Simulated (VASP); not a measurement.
Sb, 1 atom in the cell. It takes space group Pm-3m (No. 221, cubic). The conventional cell has a = 3.087 Å, b = 3.087 Å, c = 3.087 Å, α = 90.00°, β = 90.00°, γ = 90.00°. Within 4.1 Å of Sb (site symmetry m-3m) lie 6 Sb at 3.09 Å. This isn't the form of Sb at room conditions, which is rhombohedral.

| Quantity | Value |
| --- | --- |
| Program | VASP 6.6.1 |
| Task | single point |
| Functional | r2SCAN |
| Potentials or basis | VASP PAW PBE potentials, release 64 (Sb) |
| Cutoff | 520 eV |
| k mesh | 14 × 14 × 14 |
| Occupations | gaussian, width 0.1 eV |
| Spin | no spin polarisation |
| Dipole correction | no |
| Further INCAR settings | ALGO = Normal; EDIFF = 1e-06; NBANDS = 8 |

Potentials or basis: VASP PAW PBE potentials, release 64 (Sb).

Command:

```bash
$ cat potpaw_PBE.64/Sb/POTCAR > POTCAR
$ cp INCAR.step1 INCAR
$ mpirun -np 1 vasp_std > vasp.out
$ cp INCAR.step2 INCAR
$ mpirun -np 1 vasp_std > vasp.out
```

Hardware: 1 thread of Intel(R) Xeon(R) Platinum 8488C (Sapphire Rapids) (shared host).

Q: Estimate the wall time of this run.

A: Run time: 29 s on 1 thread of Intel(R) Xeon(R) Platinum 8488C (Sapphire Rapids) (shared host), peak memory 0.16 GiB. Counts: k points 120.
